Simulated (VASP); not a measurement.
# In (P6_3/mmc) in VASP: notebook, part 2 of 2

VASP 6.6.1. Earlier steps stand in the parts before.

### 4 Single point, r2SCAN

This run uses another cell than the first one, of 25.21 Å³/atom.

Contents of POSCAR:

```
In
1.0
    3.2789404323      0.0000000000      0.0000000000
   -1.6394697246      2.8396459636      0.0000000000
    0.0000000000      0.0000000000      5.4157496527
In
2
Direct
    0.3333333333      0.6666666667      0.2500000000
    0.6666666667      0.3333333333      0.7500000000
```

Contents of INCAR.step1:

```
SYSTEM = In
ALGO = Normal ; EDIFF = 1E-4
ENCUT = 520 ; GGA = PE
ISMEAR = -1 ; LASPH = .True.
LCHARG = .False. ; LREAL = .False.
LWAVE = .True. ; NBANDS = 20
NELM = 80 ; PREC = Accurate
SIGMA = 0.1
```

Contents of INCAR.step2:

```
SYSTEM = In
ALGO = Normal ; EDIFF = 1E-7
ENCUT = 520 ; ISIF = 2
ISMEAR = -1 ; ISTART = 1
LASPH = .True. ; LCHARG = .False.
LMIXTAU = .True. ; LREAL = .False.
LWAVE = .False. ; METAGGA = R2SCAN
NBANDS = 20 ; NELM = 80
PREC = Accurate ; SIGMA = 0.1
```

Contents of KPOINTS:

```
k-points
0
Gamma
  8 8 4
  0 0 0
```

Potentials or basis: VASP PAW PBE potentials, release 64 (In_d).

Run with:

```sh
$ cat potpaw_PBE.64/In_d/POTCAR > POTCAR
$ cp INCAR.step1 INCAR
$ mpirun -np 1 vasp_std > vasp.out
$ cp INCAR.step2 INCAR
$ mpirun -np 1 vasp_std > vasp.out
```

OUTCAR:

```text
SYSTEM = In
   EDIFF = 1E-7
   ENCUT = 520
   ISIF = 2
   ISMEAR = -1
   ISTART = 1
   LASPH = .True.
   LREAL = .False.
   METAGGA = R2SCAN
   NELM = 80
   PREC = Accurate

 ion  position               nearest neighbor table
   1  0.333  0.667  0.250-   2 3.30   2 3.30   2 3.30   2 3.30   2 3.30   2 3.30
   2  0.667  0.333  0.750-   1 3.30   1 3.30   1 3.30   1 3.30   1 3.30   1 3.30

  LATTYP: Found a hexagonal cell.
 ALAT       =     3.2789404323
 C/A-ratio  =     1.6516767427

  Lattice vectors:

 A1 = (   3.2789404323,   0.0000000000,   0.0000000000)
 A2 = (  -1.6394697246,   2.8396459636,   0.0000000000)
 A3 = (   0.0000000000,   0.0000000000,   5.4157496527)

Analysis of symmetry for initial positions (statically):
=====================================================================
 Subroutine PRICEL returns:
 Original cell was already a primitive cell.

 Routine SETGRP: Setting up the symmetry group for a
 hexagonal supercell.

 Subroutine GETGRP returns: Found 24 space group operations
 (whereof 12 operations were pure point group operations)
 out of a pool of 24 trial point group operations.

The static configuration has the point symmetry D_3d.
 The point group associated with its full space group is D_6h.

Analysis of symmetry for dynamics (positions and initial velocities):
=====================================================================
 Subroutine PRICEL returns:
 Original cell was already a primitive cell.

 Routine SETGRP: Setting up the symmetry group for a
 hexagonal supercell.

 Subroutine GETGRP returns: Found 24 space group operations
 (whereof 12 operations were pure point group operations)
 out of a pool of 24 trial point group operations.

The dynamic configuration has the point symmetry D_3d.
 The point group associated with its full space group is D_6h.

 Subroutine INISYM returns: Found 24 space group operations
 (whereof 12 operations are pure point group operations),
 and found     1 'primitive' translations

[... 110 lines left out ...]
   EFERMI_NEDOS =   21; number of points for ismear=-14 and -15
   IALGO  =     38    algorithm
   IMIX   =      4    mixing-type and parameters
     AMIX     =   0.40;   BMIX     =  1.00
     AMIX_MAG =   1.60;   BMIX_MAG =  1.00
  volume/ion in A,a.u.               =      25.21       170.15
  Fermi-wavevector in a.u.,A,eV,Ry     =   1.312745  2.480729 23.446927  1.723301
  Thomas-Fermi vector in A             =   2.443116
   LORBIT       =      0    0 simple, 1 ext, 2 COOP (PROOUT), +10 PAW based schemes
   METAGGA = R2SCAN    functional components
   LHFCALC =     F    Hartree Fock is set to
   AEXX    =    0.0000 exact exchange contribution
   IVDW    =     0    specifies the selected vdW correction
   LEPSILON=     F    determine dielectric tensor
   LRPA    =     F    only Hartree local field effects (RPA)
 non-spin polarized calculation
  energy-cutoff  :      520.00
  volume of cell :       50.43
 maximum number of plane-waves:      1372
   NGX = 13   NGY = 13   NGZ = 21

 number of electron      26.0000017 magnetization

 Free energy of the ion-electron system (eV)
  ---------------------------------------------------
  ext. energy  EPLUGINS =         0.00000000
  ---------------------------------------------------
  free energy    TOTEN  =       -45.03698952 eV

  energy without entropy =      -44.99390697  energy(sigma->0) =      -45.01544825

 E-fermi :   8.0055     XC(G=0): -11.2852

 val. band max:        7.7550833780   @ k =   0.2500   0.2500   0.0000
 cond. band min:       8.0672199506   @ k =   0.1250   0.1250   0.2500
 fundamental gap:      0.3121365727
 Fermi energy:         8.0055268978

 k-point     1 :       0.0000    0.0000    0.0000
  band No.  band energies     occupation
      1      -7.4623      2.00000
      2      -7.3796      2.00000
      3      -7.3251      2.00000
      4      -7.3250      2.00000
      5      -7.2920      2.00000
      6      -7.2920      2.00000
[... 541 lines left out ...]
     19      17.2251      0.00000
     20      17.2251      0.00000

 [... further k-points ...]

------------------------ aborting loop because EDIFF is reached ----------------------------------------

  FORCE on cell =-STRESS in cart. coord.  units (eV):
  Direction    XX          YY          ZZ          XY          YZ          ZX
  --------------------------------------------------------------------------------------
  -------------------------------------------------------------------------------------
  Total        0.5189460      0.5189461      1.0769505      0.0000001     -0.0000000      0.0000000
  in kB       16.4883216     16.4883246     34.2176381      0.0000029     -0.0000000      0.0000000
  external PRESSURE =      22.3980948 kB  Pullay stress =       0.0000000 kB

 VOLUME and BASIS-vectors are now :
 -----------------------------------------------------------------------------
  energy-cutoff  :      520.00
  volume of cell :       50.43
      direct lattice vectors                 reciprocal lattice vectors
     3.278940432  0.000000000  0.000000000     0.304976568  0.176078235  0.000000000
    -1.639469725  2.839645964  0.000000000     0.000000000  0.352156576  0.000000000
     0.000000000  0.000000000  5.415749653     0.000000000  0.000000000  0.184646644

 POSITION                                       TOTAL-FORCE (eV/Angst)
 -----------------------------------------------------------------------------------
      0.00000      1.89310      1.35394         0.000000     -0.000000      0.000000
      1.63947      0.94655      4.06181        -0.000000      0.000000      0.000000
 -----------------------------------------------------------------------------------
    total drift:                               -0.000000      0.000000      0.000000

  FREE ENERGIE OF THE ION-ELECTRON SYSTEM (eV)
  ---------------------------------------------------
  free  energy   TOTEN  =       -45.0369895248 eV

  energy  without entropy=      -44.9939069670  energy(sigma->0) =      -45.01544825
```

Run time: 51 s. Hardware: 1 thread of Intel Xeon 6975P-C (Granite Rapids), shared host; peak memory 0.18 GiB.

Results:

```
Free energy            : -45.0370 eV
Pressure               : 2.2 GPa
Band gap on the k mesh : zero (bands 13 and 14 overlap by 6.89 eV)
```

Caveat: the PAW data sets were made with another functional, which shifts forces and pressure a little; spin-orbit coupling is left out, which moves the levels of the heavy elements.

### 5 Summary

```csv
cell,gap on the mesh (eV),pressure (GPa)
"a = 3.220, b = 3.220, c = 5.319 Å, angles 90.0, 90.0, 120.0°, 2 atoms",none,5.4
"a = 3.250, b = 3.250, c = 5.368 Å, angles 90.0, 90.0, 120.0°, 2 atoms",none,3.7
"a = 3.279, b = 3.279, c = 5.416 Å, angles 90.0, 90.0, 120.0°, 2 atoms",none,2.2
```

Alike in all rows: task single point; level r2SCAN; potentials or basis VASP PAW PBE potentials, release 64 (In_d); no spin polarisation; k mesh 8 × 8 × 4; cutoff (eV) 520; smearing fermi-dirac 0.1 eV.

Caveats: the PAW data sets were made with another functional, which shifts forces and pressure a little; spin-orbit coupling is left out, which moves the levels of the heavy elements; the cell stands under pressure (at least some runs).

Total energies depend on the potentials used, so only differences within one code and one set of settings carry meaning.
